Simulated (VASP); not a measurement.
Set up this calculation in VASP 6.6.1, as the native input.

| Item | Value |
| --- | --- |
| Task | electric field gradients |
| Functional | PBE |
| Potentials or basis | VASP PAW PBE potentials, release 64 (Zn, Pt_sv_GW, C, N) |
| Cutoff | 520 eV |
| k mesh | 6 × 6 × 6 |
| Occupations | fermi-dirac, width 0.05 eV |
| Spin | no spin polarisation |
| Dipole correction | no |
| Further INCAR settings | ALGO = Normal; EDIFF = 1e-08; NBANDS = 55 |

The structure of ZnPtC6N6 lies in POSCAR:

```
ZnPtC6N6
1.0
    0.0000000000      5.2593000000      5.2593000000
    5.2593000000      0.0000000000      5.2593000000
    5.2593000000      5.2593000000      0.0000000000
Zn Pt C N
1 1 6 6
Direct
    0.5000000000      0.5000000000      0.5000000000
    0.0000000000      0.0000000000      0.0000000000
    0.1931000000      0.1931000000      0.8069000000
    0.8069000000      0.8069000000      0.1931000000
    0.8069000000      0.1931000000      0.1931000000
    0.1931000000      0.8069000000      0.8069000000
    0.1931000000      0.8069000000      0.1931000000
    0.8069000000      0.1931000000      0.8069000000
    0.2967000000      0.2967000000      0.7033000000
    0.7033000000      0.7033000000      0.2967000000
    0.7033000000      0.2967000000      0.2967000000
    0.2967000000      0.7033000000      0.7033000000
    0.2967000000      0.7033000000      0.2967000000
    0.7033000000      0.2967000000      0.7033000000
```

These files were run (other wordings do the same):

INCAR

```
PREC     = Accurate       # precision mode
ENCUT    = 520            # plane-wave cutoff, eV
EDIFF    = 1E-8           # SCF threshold, eV
ISMEAR   = -1             # smearing method
SIGMA    = 0.05           # smearing width, eV
LREAL    = False          # projectors in reciprocal space
LASPH    = True           # aspherical terms in the spheres
NELM     = 120            # most SCF steps
ALGO     = Normal         # electronic algorithm
ISIF     = 2              # what is computed and relaxed
LWAVE    = False          # write WAVECAR
LCHARG   = False          # write CHGCAR
GGA      = PE             # functional
LEFG     = True         
NBANDS   = 55             # bands
GGA_COMPAT= False
```

KPOINTS

```
Automatic mesh
0
Gamma
  6 6 6
```

Potentials or basis: VASP PAW PBE potentials, release 64 (Zn, Pt_sv_GW, C, N).

Run with:

```sh
$ cat potpaw_PBE.64/Zn/POTCAR potpaw_PBE.64/Pt_sv_GW/POTCAR potpaw_PBE.64/C/POTCAR potpaw_PBE.64/N/POTCAR > POTCAR
$ mpirun -np 1 vasp_std > vasp.out
```

It gave:

```
Pressure                                : 12.6 GPa
Largest force                           : 11.228 eV/Å
Band gap on the k mesh                  : 5.09 eV (least direct gap 5.22 eV)
Largest electric field gradient by atom : Zn +0.0; Pt +0.0; C -53.4; N -87.5 V/Å²
```

Caveat: the cell stands under pressure; without QUAD_EFG the Cq values of the log hold for a quadrupole moment of 1 mb, not for the nuclei; spin-orbit coupling is left out, which moves the levels of the heavy elements; forces of over 1 eV/Å act on the atoms, so gaps and moduli don't describe the material at rest.

Wall time 14 min on 1 thread of Intel(R) Xeon(R) Platinum 8259CL CPU @ 2.50GHz (Skylake/Cascade Lake), with other jobs on the host, peak memory 0.58 GiB.
